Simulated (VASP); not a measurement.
Crystal: SnSe.

```
Sn Se
1.0
     4.14274    0.00000    0.00000
    -2.07137    3.58772    0.00000
     0.00000    0.00000    6.76509
Sn Se
2 2
Direct
  0.33333 0.66667 0.00000
  0.66667 0.33333 0.50000
  0.33333 0.66667 0.37500
  0.66667 0.33333 0.87500
```

| Property | Result |
| --- | --- |
| Program | VASP 6.6.1 |
| Task | relaxation of cell and atoms |
| Functional | PBE |
| Potentials or basis | VASP PAW PBE potentials, release 64 (Sn_d, Se) |
| Cutoff | 600 eV |
| k mesh | 6 × 6 × 4 |
| Occupations | fermi-dirac, width 0.02 eV |
| Spin | no spin polarisation |

At the start: pressure 30.0 GPa; volume 25.14 Å³/atom.

Question: How do energy, volume and symmetry change on relaxing?

Answer: Over 39 steps the energy falls by 955.5 meV/atom and the volume is 35.03 Å³/atom (+39.4 %); space group P6_3mc (No. 186, to 0.05 Å).

Step by step:
| step | energy change (eV) | largest force (eV/Å) | pressure (GPa) | volume (Å³) |
| --- | --- | --- | --- | --- |
| 1 | 0.0000 | 0.1045 | 30.03 | 100.55 |
| 2 | -3.0379 | 0.0159 | -4.13 | 185.85 |
| 3 | -3.5280 | 0.0323 | 0.31 | 151.81 |
| 4 | -3.5294 | 0.0307 | -0.09 | 153.74 |
| 5 | -3.5337 | 0.0546 | -0.09 | 153.69 |
| 6 | -3.5461 | 0.1374 | -0.05 | 153.52 |
| 7 | -3.5634 | 0.3529 | 0.12 | 152.96 |
| 8 | -3.4929 | 1.0759 | 1.08 | 151.04 |
| 9 | -3.5627 | 0.4115 | 0.18 | 152.83 |
| 10 | -3.5644 | 0.4166 | 0.17 | 152.85 |
| 11 | -3.5696 | 0.4343 | 0.14 | 152.93 |
| 12 | -3.5794 | 0.4718 | 0.08 | 153.07 |
| 13 | -3.5952 | 0.5547 | -0.01 | 153.26 |
| 14 | -3.5971 | 0.7603 | -0.07 | 153.28 |
| 15 | -3.6014 | 0.6709 | -0.07 | 153.34 |
| 16 | -3.6141 | 0.6442 | -0.19 | 153.41 |
| 17 | -3.6452 | 0.5688 | -0.53 | 153.58 |
| 18 | -3.6689 | 0.4303 | -1.12 | 153.72 |
| 19 | -3.7071 | 0.3479 | -1.08 | 151.99 |
| 20 | -3.7870 | 0.1481 | -0.79 | 146.88 |
| 21 | -3.8038 | 0.0404 | 0.73 | 136.99 |
| 22 | -3.8187 | 0.0034 | -0.01 | 140.80 |
| 23 | -3.8187 | 0.0083 | -0.05 | 141.05 |
| 24 | -3.8201 | 0.0174 | 0.03 | 140.59 |
| 25 | -3.8208 | 0.0337 | 0.18 | 139.83 |
| 26 | -3.8214 | 0.0241 | 0.06 | 140.22 |
| 27 | -3.8215 | 0.0204 | 0.01 | 140.35 |
| 28 | -3.8217 | 0.0097 | -0.04 | 140.44 |
| 29 | -3.8217 | 0.0061 | -0.06 | 140.47 |
| 30 | -3.8217 | 0.0056 | 0.01 | 140.20 |
| 31 | -3.8217 | 0.0073 | -0.01 | 140.26 |
| 32 | -3.8217 | 0.0063 | 0.00 | 140.24 |
| 33 | -3.8217 | 0.0067 | 0.00 | 140.20 |
| 34 | -3.8218 | 0.0090 | 0.03 | 140.08 |
| 35 | -3.8218 | 0.0095 | 0.01 | 140.11 |
| 36 | -3.8218 | 0.0067 | 0.02 | 140.11 |
| 37 | -3.8218 | 0.0045 | 0.01 | 140.11 |
| 38 | -3.8218 | 0.0011 | -0.02 | 140.12 |
| 39 | -3.8218 | 0.0012 | -0.01 | 140.12 |

Final structure:
```yaml
crystal:
  lattice:
    - [5.10497, 0.00000, 0.00000]
    - [-2.55248, 4.42103, 0.00000]
    - [0.00000, 0.00000, 6.20827]
  atoms:
    - { symbol: Sn, position: [0.33333, 0.66667, 0.95742] }
    - { symbol: Sn, position: [0.66667, 0.33333, 0.45742] }
    - { symbol: Se, position: [0.33333, 0.66667, 0.41758] }
    - { symbol: Se, position: [0.66667, 0.33333, 0.91758] }
```

Caveat: the volume moved by over 15 % at a fixed basis, so the end points are rough.
